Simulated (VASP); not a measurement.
**Ti: single point with r2SCAN**

Crystal: Ti.

```xyz
1
Lattice="0.0000 2.0544 2.0544 2.0544 0.0000 2.0544 2.0544 2.0544 0.0000" Properties=species:S:1:pos:R:3 pbc="T T T"
Ti    0.0000    0.0000    0.0000
```

This isn't the form of Ti at room conditions, which is hcp.

| Item | Value |
| --- | --- |
| Program | VASP 6.6.1 |
| Task | single point |
| Functional | r2SCAN |
| Potentials or basis | VASP PAW PBE potentials, release 64 (Ti_sv) |
| Cutoff | 520 eV |
| k mesh | 15 × 15 × 15 |
| Occupations | fermi-dirac, width 0.05 eV |
| Spin | collinear spin |
| Starting moments | [1.0] μB |

* Pressure: 0.5 GPa
* Band gap on the k mesh: zero (filled and empty bands overlap)
* Net moment: 0.00 μB per cell
* Valence electrons inside the program's atomic spheres: Ti 10.22

Levels at points of the mesh, in eV from the Fermi level:
Spin up:
| k point | band 2 | band 3 | band 4 | band 5 | band 6 | band 7 | band 8 | band 9 | band 10 | band 11 |
| --- | --- | --- | --- | --- | --- | --- | --- | --- | --- | --- |
| (0.00, 0.00, 0.00) | -33.85 | -33.85 | -33.85 | -6.48 | 1.00 | 1.00 | 1.00 | 2.81 | 2.81 | 15.79 |
Spin down:
```
           k point  band 2  band 3  band 4  band 5  band 6  band 7  band 8  band 9  band 10  band 11
(0.00, 0.00, 0.00)  -33.85  -33.85  -33.85   -6.48    1.00    1.00    1.00    2.81     2.81    15.79
```

Wall time 99 s on 1 thread of Intel(R) Xeon(R) 6975P-C (Granite Rapids), with other jobs on the host, peak memory 0.18 GiB.

Caveat: the PAW data sets were made with another functional, which shifts forces and pressure a little.
